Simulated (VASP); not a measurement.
A run of VASP 6.6.1 is set up as follows.

File POSCAR:

```
V3TeO6
1.0
    5.2877877000      0.0000000000      0.0000000000
   -2.6438938500      4.5793608100      0.0000000000
   -2.6438938500      1.5264539400      4.7510292800
Te V O
1 3 6
Direct
    0.1480000000      0.8520000000      0.4440000000
    0.6480000000      0.3520000000      0.9440000000
    0.3520000000      0.6480000000      0.0560000000
    0.8520000000      0.1480000000      0.5560000000
    0.4440000000      0.2500000000      0.2500000000
    0.7500000000      0.9440000000      0.2500000000
    0.0560000000      0.5560000000      0.2500000000
    0.5560000000      0.7500000000      0.7500000000
    0.2500000000      0.0560000000      0.7500000000
    0.9440000000      0.4440000000      0.7500000000
```

File INCAR.step1:

```
SYSTEM = V3TeO6
ALGO = Normal ; EDIFF = 1E-4
ENCUT = 520 ; GGA = PE
ISMEAR = -1 ; LASPH = .True.
LCHARG = .False. ; LREAL = .False.
LWAVE = .True. ; NBANDS = 52
NELM = 100 ; PREC = Accurate
SIGMA = 0.1
```

INCAR.step2

```
SYSTEM = V3TeO6
ALGO = Normal ; EDIFF = 1E-6
ENCUT = 520 ; ISIF = 2
ISMEAR = -1 ; ISTART = 1
LASPH = .True. ; LCHARG = .False.
LMIXTAU = .True. ; LREAL = .False.
LWAVE = .False. ; METAGGA = R2SCAN
NBANDS = 52 ; NELM = 100
PREC = Accurate ; SIGMA = 0.1
```

The input KPOINTS:

```
k-points
0
Gamma
  4 4 4
  0 0 0
```

Potentials or basis: VASP PAW PBE potentials, release 64 (Te, V_sv, O).

The run is started by

```console
$ cat potpaw_PBE.64/Te/POTCAR potpaw_PBE.64/V_sv/POTCAR potpaw_PBE.64/O/POTCAR > POTCAR
$ cp INCAR.step1 INCAR
$ mpirun -np 1 vasp_std > vasp.out
$ cp INCAR.step2 INCAR
$ mpirun -np 1 vasp_std > vasp.out
```

Task: Predict the largest force.

Result: 1.479 eV/Å.

Task: Predict the pressure.

Result: -9.1 GPa.

Forces in eV/Å, atoms in the order of the input:
```
Te   0.000  0.000 -0.195
V    0.000  0.000  1.160
V    0.000  0.000 -0.733
V    0.000  0.000 -0.767
O    0.766  1.214 -0.355
O   -1.434  0.056 -0.355
O    0.669 -1.270 -0.355
O    0.729  0.392  0.533
O   -0.704  0.435  0.533
O   -0.025 -0.828  0.533
```

Caveat: the k points lie up to 0.36 Å⁻¹ apart; the PAW data sets were made with another functional, which shifts forces and pressure a little; an odd number of electrons without spin polarisation forces a metal; a magnetic or distorted state may lie lower; the run has no spin polarisation, though such a crystal can be magnetic.
